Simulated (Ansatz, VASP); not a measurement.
**CaSe in VASP and in Ansatz**

```
CELL_PARAMETERS angstrom
0.00000 2.93462 2.93462
2.93462 0.00000 2.93462
2.93462 2.93462 0.00000
ATOMIC_POSITIONS crystal
Ca 0.00000 0.00000 0.00000
Se 0.50000 0.50000 0.50000
```

Alike in both runs: functional PBE; dispersion D3(BJ); k mesh 8 × 8 × 8; occupations gaussian, width 0.02 eV; no spin polarisation.

Ansatz relaxed the structure, and its values are those at the end. VASP's run is a single point on that final structure, the one shown.

```csv
,VASP,Ansatz
version,VASP 6.6.1,Ansatz 0.2.0
potentials or method,"VASP PAW PBE potentials, release 64 (Ca_sv, Se), cutoff 500 eV","scalar-relativistic, plane waves, PAW"
valence electrons in the cell,16,26
```

```csv
,VASP,Ansatz,Ansatz less VASP
gap on the k mesh at the Fermi level (eV),1.97,1.98,+0.009
least direct gap on the mesh (eV),2.92,2.93,+0.008
pressure (GPa),0.2,0.0,-0.20
```

VASP's potentials hold 16 valence electrons a cell and Ansatz's 26, so a difference there can come from the potentials and not from the codes.
